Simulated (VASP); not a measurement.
# GaGe3 (Pm-3m) in VASP: further runs

Aim: see how the results for GaGe3 move with the level of theory and the settings. Levels: PBEsol, LDA. Tasks: relaxation of cell and atoms, single point.

Program: VASP 6.6.1. These are calculated values, not measurements. Logs are shortened: lines on timing, memory, paths and dates and some standing lists are left out, and cuts for length are marked.

## Step 1: The cell of the first run

Symmetry: Pm-3m, No. 221, cubic system. The conventional cell has a = 4.278 Å, b = 4.278 Å, c = 4.278 Å, α = 90.00°, β = 90.00°, γ = 90.00°. Ge (site symmetry 4/mmm) has 8 Ge at 3.03 Å and 4 Ga at 3.03 Å within 4.0 Å. Within 4.0 Å of Ga (site symmetry m-3m) lie 12 Ge at 3.03 Å.

## Step 2: Relaxation of cell and atoms, PBEsol, target pressure 10 GPa, at which the enthalpy is minimised

The input, INCAR:

```
  PREC = Accurate
  ENCUT = 600
  EDIFF = 1E-7
  ISMEAR = -1
  SIGMA = 0.05
  LREAL = False
  LASPH = True
  NELM = 60
  ALGO = Normal
  ISIF = 3
  LWAVE = False
  LCHARG = False
  GGA = PS
  IBRION = 2
  NSW = 60
  EDIFFG = -0.01
  PSTRESS = 100.0
```

The input, KPOINTS:

```
regular mesh
0
Gamma
  6 6 6
```

The input, POSCAR:

```
GaGe3
1.0
    4.2784660000      0.0000000000      0.0000000000
    0.0000000000      4.2784660000      0.0000000000
    0.0000000000      0.0000000000      4.2784660000
Ge Ga
3 1
Direct
    0.5000000000      0.5000000000      0.0000000000
    0.5000000000      0.0000000000      0.5000000000
    0.0000000000      0.5000000000      0.5000000000
    0.0000000000      0.0000000000      0.0000000000
```

Potentials or basis: VASP PAW PBE potentials, release 64 (Ge_d, Ga_d).

Launch:

```console
> cat potpaw_PBE.64/Ge_d/POTCAR potpaw_PBE.64/Ga_d/POTCAR > POTCAR
> mpirun -np 1 vasp_std > vasp.out
```

OUTCAR:

```text
PREC = Accurate
   ENCUT = 600
   EDIFF = 1E-7
   ISMEAR = -1
   LREAL = False
   LASPH = True
   NELM = 60
   ISIF = 3
   GGA = PS
   IBRION = 2
   NSW = 60
   EDIFFG = -0.01
   PSTRESS = 100.0

 ion  position               nearest neighbor table
   1  0.500  0.500  0.000-
   2  0.500  0.000  0.500-
   3  0.000  0.500  0.500-
   4  0.000  0.000  0.000-

  LATTYP: Found a simple cubic cell.
 ALAT       =     4.2784660000

  Lattice vectors:

 A1 = (   4.2784660000,   0.0000000000,   0.0000000000)
 A2 = (   0.0000000000,   4.2784660000,   0.0000000000)
 A3 = (   0.0000000000,   0.0000000000,   4.2784660000)

Analysis of symmetry for initial positions (statically):
=====================================================================
 Subroutine PRICEL returns:
 Original cell was already a primitive cell.

 Routine SETGRP: Setting up the symmetry group for a
 simple cubic supercell.

 Subroutine GETGRP returns: Found 48 space group operations
 (whereof 48 operations were pure point group operations)
 out of a pool of 48 trial point group operations.

The static configuration has the point symmetry O_h .

Analysis of symmetry for dynamics (positions and initial velocities):
=====================================================================
 Subroutine PRICEL returns:
 Original cell was already a primitive cell.

 Routine SETGRP: Setting up the symmetry group for a
 simple cubic supercell.

 Subroutine GETGRP returns: Found 48 space group operations
 (whereof 48 operations were pure point group operations)
 out of a pool of 48 trial point group operations.

The dynamic configuration has the point symmetry O_h .

 Subroutine INISYM returns: Found 48 space group operations
 (whereof 48 operations are pure point group operations),
 and found     1 'primitive' translations

----------------------------------------------------------------------------------------

                                     Primitive cell

  volume of cell :      78.3185

  direct lattice vectors                    reciprocal lattice vectors
     4.278466000  0.000000000  0.000000000     0.233728631  0.000000000  0.000000000
     0.000000000  4.278466000  0.000000000     0.000000000  0.233728631  0.000000000
     0.000000000  0.000000000  4.278466000     0.000000000  0.000000000  0.233728631

  length of vectors
     4.278466000  4.278466000  4.278466000     0.233728631  0.233728631  0.233728631

  position of ions in fractional coordinates (direct lattice)
     0.500000000  0.500000000  0.000000000
     0.500000000  0.000000000  0.500000000
     0.000000000  0.500000000  0.500000000
     0.000000000  0.000000000  0.000000000

  ion indices of the primitive-cell ions
   primitive index   ion index
                 1           1
                 2           2
                 3           3
                 4           4

----------------------------------------------------------------------------------------

 KPOINTS: regular mesh

Automatic generation of k-mesh.
 Grid dimensions read from file:
 generate k-points for:    6    6    6

 Generating k-lattice:

  Cartesian coordinates                     Fractional coordinates (reciprocal lattice)
     0.038954772  0.000000000  0.000000000     0.166666667  0.000000000  0.000000000
     0.000000000  0.038954772  0.000000000     0.000000000  0.166666667  0.000000000
     0.000000000  0.000000000  0.038954772     0.000000000  0.000000000  0.166666667

  Length of vectors
     0.038954772  0.038954772  0.038954772

  Shift w.r.t. Gamma in fractional coordinates (k-lattice)
     0.000000000  0.000000000  0.000000000

 Subroutine IBZKPT returns following result:
 ===========================================

 Found     20 irreducible k-points:

 Following reciprocal coordinates:
            Coordinates               Weight
  0.000000  0.000000  0.000000      1.000000
  0.166667  0.000000  0.000000      6.000000
  0.333333  0.000000  0.000000      6.000000
  0.500000  0.000000  0.000000      3.000000
  0.166667  0.166667  0.000000     12.000000
  0.333333  0.166667  0.000000     24.000000
[... 12 lines left out ...]
  0.500000  0.500000  0.333333      6.000000
  0.500000  0.500000  0.500000      1.000000
   k-points           NKPTS =     20   k-points in BZ     NKDIM =     20   number of bands    NBANDS=     33
   number of dos      NEDOS =    301   number of ions     NIONS =      4
   total plane-waves  NPLWV =  46656
   dimension x,y,z NGX =    36 NGY =   36 NGZ =   36
   dimension x,y,z NGXF=    72 NGYF=   72 NGZF=   72
   ions per type =               3   1
   NGX,Y,Z   is equivalent  to a cutoff of  13.99, 13.99, 13.99 a.u.
   NGXF,Y,Z  is equivalent  to a cutoff of  27.98, 27.98, 27.98 a.u.
 SYSTEM =  unknown system
   PREC   = accura    normal or accurate (medium, high low for compatibility)
   ISTART =      0    job   : 0-new  1-cont  2-samecut
   ICHARG =      2    charge: 1-file 2-atom 10-const
   ISPIN  =      1    spin polarized calculation?
   LNONCOLLINEAR =      F non collinear calculations
   LSORBIT =      F    spin-orbit coupling
   LASPH  =      T    aspherical Exc in radial PAW
   ENCUT  =  600.0 eV  44.10 Ry    6.64 a.u.   8.55  8.55  8.55*2*pi/ulx,y,z
   NELM   =     60;   NELMIN=  2; NELMDL= -5     # of ELM steps
   EDIFF  = 0.1E-06   stopping-criterion for ELM
   LREAL  =      F    real-space projection
   EDIFFG = -.1E-01   stopping-criterion for IOM
   NSW    =     60    number of steps for IOM
   IBRION =      2    ionic relax: 0-MD 1-quasi-New 2-CG
   NFREE  =      1    steps in history (QN), initial steepest desc. (CG)
   ISIF   =      3    stress and relaxation
   ISYM   =      2    0-nonsym 1-usesym 2-fastsym
   POTIM  = 0.5000    time-step for ionic-motion
   TEBEG  =    0.0;   TEEND  =   0.0 temperature during run
   PSTRESS=  100.0 pullay stress
   NELECT =      55.0000    total number of electrons
   NUPDOWN=      -1.0000    fix difference up-down
   EMIN   =  10.00;   EMAX   =-10.00  energy-range for DOS
   EFERMI =   0.00;   METHOD = LEGACY
   ISMEAR =    -1;   SIGMA  =   0.05  broadening in eV -4-tet -1-fermi 0-gaus
   EFERMI_NEDOS =   21; number of points for ismear=-14 and -15
   IALGO  =     38    algorithm
   IMIX   =      4    mixing-type and parameters
     AMIX     =   0.40;   BMIX     =  1.00
     AMIX_MAG =   1.60;   BMIX_MAG =  1.00
  volume/ion in A,a.u.               =      19.58       132.13
  Fermi-wavevector in a.u.,A,eV,Ry     =   1.455150  2.749834 28.809797  2.117460
  Thomas-Fermi vector in A             =   2.572218
   LORBIT       =      0    0 simple, 1 ext, 2 COOP (PROOUT), +10 PAW based schemes
   GGA     = PS    functional components
   LHFCALC =     F    Hartree Fock is set to
   AEXX    =    0.0000 exact exchange contribution
   IVDW    =     0    specifies the selected vdW correction
   LEPSILON=     F    determine dielectric tensor
   LRPA    =     F    only Hartree local field effects (RPA)
 conjugate gradient relaxation of ions
 non-spin polarized calculation
  energy-cutoff  :      600.00
  volume of cell :       78.32
 maximum number of plane-waves:      2632
 NGX is ok and might be reduce to    36
   NGX = 17   NGY = 17   NGZ = 17

--------------------------------------- Ionic step        1  -------------------------------------------

 number of electron      54.9999959 magnetization

 Free energy of the ion-electron system (eV)
  ---------------------------------------------------
  ext. energy  EPLUGINS =         0.00000000
  ---------------------------------------------------
  free energy    TOTEN  =       -17.20767099 eV

  energy without entropy =      -17.18509479  energy(sigma->0) =      -17.19638289

------------------------ aborting loop because EDIFF is reached ----------------------------------------

  FORCE on cell =-STRESS in cart. coord.  units (eV):
  Direction    XX          YY          ZZ          XY          YZ          ZX
  --------------------------------------------------------------------------------------
  -------------------------------------------------------------------------------------
  Total       -1.6474159     -1.6474159     -1.6474159      0.0000000     -0.0000000      0.0000000
  in kB      -33.7015277    -33.7015277    -33.7015277      0.0000000     -0.0000000      0.0000000
  external PRESSURE =    -133.7015277 kB  Pullay stress =     100.0000000 kB

 VOLUME and BASIS-vectors are now :
 -----------------------------------------------------------------------------
  energy-cutoff  :      600.00
  volume of cell :       78.32
      direct lattice vectors                 reciprocal lattice vectors
     4.278466000  0.000000000  0.000000000     0.233728631  0.000000000  0.000000000
     0.000000000  4.278466000  0.000000000     0.000000000  0.233728631  0.000000000
     0.000000000  0.000000000  4.278466000     0.000000000  0.000000000  0.233728631
[... 170 lines left out ...]
  FREE ENERGIE OF THE ION-ELECTRON SYSTEM (eV)
  ---------------------------------------------------
  free  energy   TOTEN  =       -17.0358941609 eV

  energy  without entropy=      -17.0107868864  energy(sigma->0) =      -17.02334052

  enthalpy is  TOTEN    =       -12.9246841319 eV   P V=        4.1112100290

--------------------------------------- Ionic step        6  -------------------------------------------

 number of electron      54.9999976 magnetization

 Free energy of the ion-electron system (eV)
  ---------------------------------------------------
  ext. energy  EPLUGINS =         0.00000000
  ---------------------------------------------------
  free energy    TOTEN  =       -17.02959619 eV

  energy without entropy =      -17.00458072  energy(sigma->0) =      -17.01708845

 E-fermi :   7.9354     XC(G=0): -12.0751

 val. band max:        7.9249590897   @ k =   0.3333   0.1667   0.0000
 cond. band min:       7.9582974936   @ k =   0.5000   0.5000   0.0000
 fundamental gap:      0.0333384039
 Fermi energy:         7.9354390200

 k-point     1 :       0.0000    0.0000    0.0000
  band No.  band energies     occupation
      1     -16.9134      2.00000
      2     -16.9134      2.00000
      3     -16.9134      2.00000
      4     -16.9010      2.00000
      5     -16.8429      2.00000
      6     -16.8429      2.00000
[... 731 lines left out ...]
 POSITION                                       TOTAL-FORCE (eV/Angst)
 -----------------------------------------------------------------------------------
      2.01824      2.01824     -0.00000        -0.000000     -0.000000      0.000000
      2.01824      0.00000      2.01824        -0.000000      0.000000      0.000000
      0.00000      2.01824      2.01824         0.000000      0.000000      0.000000
      0.00000      0.00000      0.00000        -0.000000     -0.000000      0.000000
 -----------------------------------------------------------------------------------
    total drift:                                0.000000      0.000000      0.000000

  FREE ENERGIE OF THE ION-ELECTRON SYSTEM (eV)
  ---------------------------------------------------
  free  energy   TOTEN  =       -17.0295961923 eV

  energy  without entropy=      -17.0045807161  energy(sigma->0) =      -17.01708845

  enthalpy is  TOTEN    =       -12.9247368296 eV   P V=        4.1048593628

 reached required accuracy - stopping structural energy minimisation
```

Run time: 3 min. Hardware: 1 thread of Intel Xeon Platinum 8375C at 2.90GHz (Ice Lake), shared host; peak memory 0.24 GiB.

Results:

```
Free energy                                                : -17.0296 eV
Relaxed volume                                             : 16.44 Å³/atom
Relaxed cell                                               : a = 4.036 Å, b = 4.036 Å, c = 4.036 Å, α = 90.00°, β = 90.00°, γ = 90.00°
Space group after relaxing (to 0.1 Å)                      : Pm-3m (No. 221)
Energy change on relaxing (the run minimises the enthalpy) : +44.5 meV/atom
Ionic steps                                                : 6
Pressure after relaxing                                    : 10.0 GPa
Band gap on the k mesh                                     : zero (an odd number of electrons rules out a gap without spin polarisation)
```

The path:
```tsv
step	energy change (eV)	largest force (eV/Å)	pressure (GPa)	volume (Å³)
1	0.0000	0.0000	-3.37	78.32
2	0.5863	0.0000	19.38	61.22
3	0.1739	0.0000	9.83	65.83
4	0.1887	0.0000	10.29	65.60
5	0.1718	0.0000	9.84	65.87
6	0.1781	0.0000	10.00	65.77
```

Final structure:
```xyz
4
Lattice="4.0365 0.0000 0.0000 0.0000 4.0365 0.0000 0.0000 0.0000 4.0365" Properties=species:S:1:pos:R:3 pbc="T T T"
Ge    2.0182    2.0182    0.0000
Ge    2.0182    0.0000    2.0182
Ge    0.0000    2.0182    2.0182
Ga    0.0000    0.0000    0.0000
```

Levels at points of the mesh, in eV from the Fermi level:
| k point | band 24 | band 25 | band 26 | band 27 | band 28 | band 29 | band 30 | band 31 | band 32 | band 33 |
| --- | --- | --- | --- | --- | --- | --- | --- | --- | --- | --- |
| (0.00, 0.00, 0.00) | -4.64 | -4.64 | -4.64 | -3.28 | 2.92 | 2.92 | 2.92 | 3.90 | 3.90 | 3.90 |
| (0.50, 0.00, 0.00) | -2.88 | -2.43 | -2.43 | -1.82 | -1.82 | -0.36 | -0.17 | 5.38 | 5.38 | 5.68 |
| (0.50, 0.50, 0.00) | -8.17 | -0.52 | -0.18 | 0.02 | 0.02 | 0.07 | 0.07 | 1.05 | 1.41 | 7.24 |
| (0.50, 0.50, 0.50) | -6.50 | -5.97 | -5.97 | -5.97 | -5.64 | 7.87 | 7.87 | 7.96 | 7.96 | 7.96 |

Caveat: the cell is relaxed towards a set pressure, so the run minimises the enthalpy, not the energy; the volume moved by over 15 % at a fixed basis, so the end points are rough; the PAW data sets were made with another functional, which shifts forces and pressure a little.

## Step 3: Single point, LDA

The input, INCAR:

```
PREC     = Accurate       # precision mode
ENCUT    = 520            # plane-wave cutoff, eV
EDIFF    = 1E-6           # SCF threshold, eV
ISMEAR   = -1             # smearing method
SIGMA    = 0.05           # smearing width, eV
LREAL    = F              # projectors in reciprocal space
LASPH    = T              # aspherical terms in the spheres
NELM     = 60             # most SCF steps
ALGO     = Normal         # electronic algorithm
ISIF     = 2              # what is computed and relaxed
LWAVE    = F              # write WAVECAR
LCHARG   = T              # write CHGCAR
LELF     = T              # ELF
LVHAR    = T            
NBANDS   = 36             # bands
```

KPOINTS is that of step 2.

POSCAR is that of step 2.

Potentials or basis: VASP PAW LDA potentials, release 64 (Ge_d, Ga_d).

Launch:

```console
> cat potpaw_LDA.64/Ge_d/POTCAR potpaw_LDA.64/Ga_d/POTCAR > POTCAR
> mpirun -np 1 vasp_std > vasp.out
```

Run time: 32 s. Hardware: 1 thread of Intel Xeon 8259CL, shared host; peak memory 0.18 GiB.

Results (log left out):

| Property | Result |
| --- | --- |
| Free energy | -18.0550 eV |
| Pressure | -4.8 GPa |
| Band gap on the k mesh | zero (an odd number of electrons rules out a gap without spin polarisation) |

Levels at points of the mesh, in eV from the Fermi level:
| k point | band 26 | band 27 | band 28 | band 29 | band 30 | band 31 |
| --- | --- | --- | --- | --- | --- | --- |
| (0.00, 0.00, 0.00) | -3.75 | -3.40 | 2.57 | 2.57 | 2.57 | 3.49 |
| (0.50, 0.00, 0.00) | -1.90 | -1.30 | -1.30 | 0.00 | 0.25 | 4.28 |
| (0.50, 0.50, 0.00) | -0.20 | -0.20 | 0.07 | 0.25 | 0.25 | 0.61 |
| (0.50, 0.50, 0.50) | -4.84 | -4.84 | -4.84 | 6.51 | 6.51 | 6.57 |

Caveat: the cell stands under tension.
